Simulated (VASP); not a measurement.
# LiF (Pm-3m) in VASP: single point with r2SCAN

Aim: the single point of LiF with r2SCAN.

Program: VASP 6.6.1. These are calculated values, not measurements. Logs are shortened: lines on timing, memory, paths and dates and some standing lists are left out, and cuts for length are marked.

## 1. The cell of the first run

Symmetry: Pm-3m, No. 221, cubic system. The conventional cell has a = 2.560 Å, b = 2.560 Å, c = 2.560 Å, α = 90.00°, β = 90.00°, γ = 90.00°. Within 2.9 Å of Li (site symmetry m-3m) lie 8 F at 2.22 Å and 6 Li at 2.56 Å. F (site symmetry m-3m) has 8 Li at 2.22 Å and 6 F at 2.56 Å within 2.9 Å.

## 2. Single point, r2SCAN

The input, POSCAR:

```
LiF
1.0
    2.5595330000      0.0000000000      0.0000000000
    0.0000000000      2.5595330000      0.0000000000
    0.0000000000      0.0000000000      2.5595330000
Li F
1 1
Direct
    0.0000000000      0.0000000000      0.0000000000
    0.5000000000      0.5000000000      0.5000000000
```

The input, INCAR.step1:

```
SYSTEM = LiF
PREC     = Accurate       ! precision mode
ENCUT    = 520            ! plane-wave cutoff, eV
ISMEAR   = 0              ! smearing method
SIGMA    = 0.05           ! smearing width, eV
LREAL    = .False.        ! projectors in reciprocal space
LASPH    = .True.         ! aspherical terms in the spheres
NELM     = 60             ! most SCF steps
NBANDS   = 12             ! bands
GGA      = PE             ! functional
ALGO     = Normal         ! electronic algorithm
EDIFF    = 1E-4           ! SCF threshold, eV
LWAVE    = .True.         ! write WAVECAR
LCHARG   = .False.        ! write CHGCAR
```

The input, INCAR.step2:

```
SYSTEM = LiF
PREC     = Accurate       ! precision mode
ENCUT    = 520            ! plane-wave cutoff, eV
EDIFF    = 1E-6           ! SCF threshold, eV
ISMEAR   = 0              ! smearing method
SIGMA    = 0.05           ! smearing width, eV
LREAL    = .False.        ! projectors in reciprocal space
LASPH    = .True.         ! aspherical terms in the spheres
NELM     = 60             ! most SCF steps
ALGO     = Normal         ! electronic algorithm
ISIF     = 2              ! what is computed and relaxed
LWAVE    = .False.        ! write WAVECAR
LCHARG   = .False.        ! write CHGCAR
METAGGA  = R2SCAN         ! meta-GGA
LMIXTAU  = .True.       
NBANDS   = 12             ! bands
ISTART   = 1
```

The input, KPOINTS:

```
regular mesh
0
Gamma
  10 10 10
  0 0 0
```

Potentials or basis: VASP PAW PBE potentials, release 64 (Li_sv, F).

On the command line:

```bash
$ cat potpaw_PBE.64/Li_sv/POTCAR potpaw_PBE.64/F/POTCAR > POTCAR
$ cp INCAR.step1 INCAR
$ mpirun -np 1 vasp_std > vasp.out
$ cp INCAR.step2 INCAR
$ mpirun -np 1 vasp_std > vasp.out
```

OUTCAR:

```text
SYSTEM = LiF
   PREC = Accurate
   ENCUT = 520
   EDIFF = 1E-6
   ISMEAR = 0
   LREAL = .False.
   LASPH = .True.
   NELM = 60
   ISIF = 2
   METAGGA = R2SCAN
   ISTART = 1

 ion  position               nearest neighbor table
   1  0.000  0.000  0.000-   2 2.22   2 2.22   2 2.22   2 2.22   2 2.22   2 2.22   2 2.22   2 2.22

   2  0.500  0.500  0.500-   1 2.22   1 2.22   1 2.22   1 2.22   1 2.22   1 2.22   1 2.22   1 2.22

  LATTYP: Found a simple cubic cell.
 ALAT       =     2.5595330000

  Lattice vectors:

 A1 = (   2.5595330000,   0.0000000000,   0.0000000000)
 A2 = (   0.0000000000,   2.5595330000,   0.0000000000)
 A3 = (   0.0000000000,   0.0000000000,   2.5595330000)

Analysis of symmetry for initial positions (statically):
=====================================================================
 Subroutine PRICEL returns:
 Original cell was already a primitive cell.

 Routine SETGRP: Setting up the symmetry group for a
 simple cubic supercell.

 Subroutine GETGRP returns: Found 48 space group operations
 (whereof 48 operations were pure point group operations)
 out of a pool of 48 trial point group operations.

The static configuration has the point symmetry O_h .

Analysis of symmetry for dynamics (positions and initial velocities):
=====================================================================
 Subroutine PRICEL returns:
 Original cell was already a primitive cell.

 Routine SETGRP: Setting up the symmetry group for a
 simple cubic supercell.

 Subroutine GETGRP returns: Found 48 space group operations
 (whereof 48 operations were pure point group operations)
 out of a pool of 48 trial point group operations.

The dynamic configuration has the point symmetry O_h .

 Subroutine INISYM returns: Found 48 space group operations
 (whereof 48 operations are pure point group operations),
 and found     1 'primitive' translations

----------------------------------------------------------------------------------------

                                     Primitive cell

  volume of cell :      16.7680

  direct lattice vectors                    reciprocal lattice vectors
     2.559533000  0.000000000  0.000000000     0.390696272  0.000000000  0.000000000
     0.000000000  2.559533000  0.000000000     0.000000000  0.390696272  0.000000000
     0.000000000  0.000000000  2.559533000     0.000000000  0.000000000  0.390696272

  length of vectors
     2.559533000  2.559533000  2.559533000     0.390696272  0.390696272  0.390696272

  position of ions in fractional coordinates (direct lattice)
[... 85 lines left out ...]
   ISIF   =      2    stress and relaxation
   ISYM   =      2    0-nonsym 1-usesym 2-fastsym
   POTIM  = 0.5000    time-step for ionic-motion
   TEBEG  =    0.0;   TEEND  =   0.0 temperature during run
   PSTRESS=    0.0 pullay stress
   NELECT =      10.0000    total number of electrons
   NUPDOWN=      -1.0000    fix difference up-down
   EMIN   =  10.00;   EMAX   =-10.00  energy-range for DOS
   EFERMI =   0.00;   METHOD = LEGACY
   ISMEAR =     0;   SIGMA  =   0.05  broadening in eV -4-tet -1-fermi 0-gaus
   EFERMI_NEDOS =   21; number of points for ismear=-14 and -15
   IALGO  =     38    algorithm
   IMIX   =      4    mixing-type and parameters
     AMIX     =   0.40;   BMIX     =  1.00
     AMIX_MAG =   1.60;   BMIX_MAG =  1.00
  volume/ion in A,a.u.               =       8.38        56.58
  Fermi-wavevector in a.u.,A,eV,Ry     =   1.377994  2.604032 25.835673  1.898868
  Thomas-Fermi vector in A             =   2.503097
   LORBIT       =      0    0 simple, 1 ext, 2 COOP (PROOUT), +10 PAW based schemes
   METAGGA = R2SCAN    functional components
   LHFCALC =     F    Hartree Fock is set to
   AEXX    =    0.0000 exact exchange contribution
   IVDW    =     0    specifies the selected vdW correction
   LEPSILON=     F    determine dielectric tensor
   LRPA    =     F    only Hartree local field effects (RPA)
 non-spin polarized calculation
 Gauss-broadening in eV      SIGMA  =   0.05
  energy-cutoff  :      520.00
  volume of cell :       16.77
 maximum number of plane-waves:       468
 NGX is ok and might be reduce to    20
   NGX =  9   NGY =  9   NGZ =  9

 number of electron      10.0000016 magnetization

 Free energy of the ion-electron system (eV)
  ---------------------------------------------------
  ext. energy  EPLUGINS =         0.00000000
  ---------------------------------------------------
  free energy    TOTEN  =       -11.25965323 eV

  energy without entropy =      -11.25965323  energy(sigma->0) =      -11.25965323

 E-fermi :  -0.1540     XC(G=0): -10.4610

 val. band max:       -0.4950338092   @ k =   0.5000   0.5000   0.0000
 cond. band min:       8.1424354798   @ k =   0.0000   0.0000   0.0000
 fundamental gap:      8.6374692891
 Fermi energy:        -0.1539502355

 k-point     1 :       0.0000    0.0000    0.0000
  band No.  band energies     occupation
      1     -44.5358      2.00000
      2     -22.4339      2.00000
      3      -1.1777      2.00000
      4      -1.1777      2.00000
      5      -1.1777      2.00000
      6       8.1424      0.00000
      7      19.3934      0.00000
      8      19.3934      0.00000
      9      22.1863      0.00000
     10      22.1863      0.00000
     11      22.1863      0.00000
     12      39.1641      0.00000
[... 331 lines left out ...]
 k-point    24 :       0.3000    0.1000    0.1000
  band No.  band energies     occupation
      1     -44.4998      2.00000
      2     -22.0573      2.00000
      3      -3.1757      2.00000
      4      -1.2978      2.00000
      5      -1.1602      2.00000
      6      10.0031      0.00000
      7      15.4445      0.00000
      8      18.5055      0.00000
      9      21.8547      0.00000
     10      24.7723      0.00000
     11      30.5487      0.00000
     12      30.9396      0.00000

 [... further k-points ...]
[... 5 lines left out ...]
  --------------------------------------------------------------------------------------
  -------------------------------------------------------------------------------------
  Total       -0.5316111     -0.5316111     -0.5316111     -0.0000000      0.0000000     -0.0000000
  in kB      -50.7951753    -50.7951753    -50.7951753     -0.0000000      0.0000000     -0.0000000
  external PRESSURE =     -50.7951753 kB  Pullay stress =       0.0000000 kB

 VOLUME and BASIS-vectors are now :
 -----------------------------------------------------------------------------
  energy-cutoff  :      520.00
  volume of cell :       16.77
      direct lattice vectors                 reciprocal lattice vectors
     2.559533000  0.000000000  0.000000000     0.390696272  0.000000000  0.000000000
     0.000000000  2.559533000  0.000000000     0.000000000  0.390696272  0.000000000
     0.000000000  0.000000000  2.559533000     0.000000000  0.000000000  0.390696272

 POSITION                                       TOTAL-FORCE (eV/Angst)
 -----------------------------------------------------------------------------------
      0.00000      0.00000      0.00000         0.000000      0.000000      0.000000
      1.27977      1.27977      1.27977         0.000000      0.000000      0.000000
 -----------------------------------------------------------------------------------
    total drift:                               -0.000000      0.000000      0.000000

  FREE ENERGIE OF THE ION-ELECTRON SYSTEM (eV)
  ---------------------------------------------------
  free  energy   TOTEN  =       -11.2596532253 eV

  energy  without entropy=      -11.2596532253  energy(sigma->0) =      -11.25965323
```

OSZICAR.step1:

```text
N       E                     dE             d eps       ncg     rms          rms(c)
DAV:   1     0.301133072193E+02    0.30113E+02   -0.53171E+03  1400   0.831E+02
DAV:   2    -0.859973311349E+01   -0.38713E+02   -0.37897E+02  1640   0.183E+02
DAV:   3    -0.958526173932E+01   -0.98553E+00   -0.98382E+00  1700   0.248E+01
DAV:   4    -0.959481942086E+01   -0.95577E-02   -0.95573E-02  1500   0.273E+00
DAV:   5    -0.959494234542E+01   -0.12292E-03   -0.12292E-03  1664   0.236E-01    0.449E+00
DAV:   6    -0.906023097468E+01    0.53471E+00   -0.25128E+00  1384   0.958E+00    0.141E+00
DAV:   7    -0.905179225086E+01    0.84387E-02   -0.17645E-02  1728   0.117E+00    0.851E-01
DAV:   8    -0.904856986595E+01    0.32224E-02   -0.14882E-02  1768   0.129E+00    0.114E-01
DAV:   9    -0.904860086795E+01   -0.31002E-04   -0.60922E-04  1592   0.229E-01
   1 F= -.90486009E+01 E0= -.90486009E+01  d E =-.183154E-37
```

It used 40 s of CPU time on 1 thread of AMD EPYC 7R13 Processor (Zen 3) (shared host).

Results:

- Free energy: -11.2597 eV
- Band gap on the k mesh: 8.64 eV, indirect (least direct gap 9.32 eV)

Caveat: the cutoff is under 1.25 times the usual one of these potentials, so pressure, stress and relaxed cells hold a basis-set (Pulay) error; the PAW data sets were made with another functional, which shifts forces and pressure a little. r2SCAN opens gaps a little over a GGA but as a rule still falls short of measured ones.
